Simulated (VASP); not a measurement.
A run of VASP 6.6.1:

File INCAR:

```
SYSTEM = GaN
PREC     = Accurate       ! precision mode
ENCUT    = 600            ! plane-wave cutoff, eV
EDIFF    = 1E-6           ! SCF threshold, eV
ISMEAR   = 0              ! smearing method
SIGMA    = 0.01           ! smearing width, eV
LREAL    = .FALSE.        ! projectors in reciprocal space
LASPH    = .TRUE.         ! aspherical terms in the spheres
NELM     = 120            ! most SCF steps
ALGO     = Normal         ! electronic algorithm
ISIF     = 2              ! what is computed and relaxed
LWAVE    = .FALSE.        ! write WAVECAR
LCHARG   = .TRUE.         ! write CHGCAR
GGA      = PE             ! functional
LELF     = .TRUE.         ! ELF
LVHAR    = .TRUE.       
NBANDS   = 26             ! bands
GGA_COMPAT= .FALSE.
```

Contents of KPOINTS:

```
Automatic mesh
0
G
  10 10 5
  0 0 0
```

Contents of POSCAR:

```
GaN
1.0
    3.2186213459      0.0000000000      0.0000000000
   -1.6093106730      2.7874078507      0.0000000000
    0.0000000000      0.0000000000      5.2435339944
Ga N
2 2
Direct
    0.6686631881      0.3312146126      0.4986561764
    0.3312146121      0.6686631881      0.9986561765
    0.6652205910      0.3349016082      0.8763438237
    0.3349016077      0.6652205910      0.3763438237
```

Potentials or basis: VASP PAW PBE potentials, release 64 (Ga_d, N).

Launch:

```console
$ cat potpaw_PBE.64/Ga_d/POTCAR potpaw_PBE.64/N/POTCAR > POTCAR
$ mpirun -np 1 vasp_std > vasp.out
```

Hardware: 1 thread of AMD EPYC 7R43 64-Core Processor (Zen 3), with other jobs on the host.

Task: Estimate the wall time of this run.

Result: Wall time 3.7 min on 1 thread of AMD EPYC 7R43 64-Core Processor (Zen 3) (shared host), peak memory 0.28 GiB. Counts: scf iterations 15, k points 141.
